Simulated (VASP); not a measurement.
In:

```
CELL_PARAMETERS angstrom
-1.88253 1.88253 1.88253
1.88253 -1.88253 1.88253
1.88253 1.88253 -1.88253
ATOMIC_POSITIONS crystal
In 0.00000 0.00000 0.00000
```

| Property | Result |
| --- | --- |
| Program | VASP 6.6.1 |
| Task | relaxation of cell and atoms |
| Functional | LDA |
| Potentials or basis | VASP PAW LDA potentials, release 64 (In_d) |
| Cutoff | 600 eV |
| k mesh | 10 × 10 × 10 |
| Occupations | fermi-dirac, width 0.05 eV |
| Spin | no spin polarisation |

At the start: pressure -2.8 GPa; volume 26.69 Å³/atom.

Task: How do energy, volume and symmetry change on relaxing?

Result: Over 3 steps the energy falls by 17.1 meV/atom and the volume is 24.86 Å³/atom (-6.9 %); space group Im-3m (No. 229, to 0.05 Å).

Step by step:
| step | energy change (eV) | largest force (eV/Å) | pressure (GPa) | volume (Å³) |
| --- | --- | --- | --- | --- |
| 1 | 0.0000 | 0.0000 | -2.81 | 26.69 |
| 2 | -0.0171 | 0.0000 | -0.12 | 24.92 |
| 3 | -0.0171 | 0.0000 | 0.00 | 24.86 |

Final structure:
```
In
1.0
    -1.83845    1.83845    1.83845
     1.83845   -1.83845    1.83845
     1.83845    1.83845   -1.83845
In
1
Direct
  0.00000 0.00000 0.00000
```
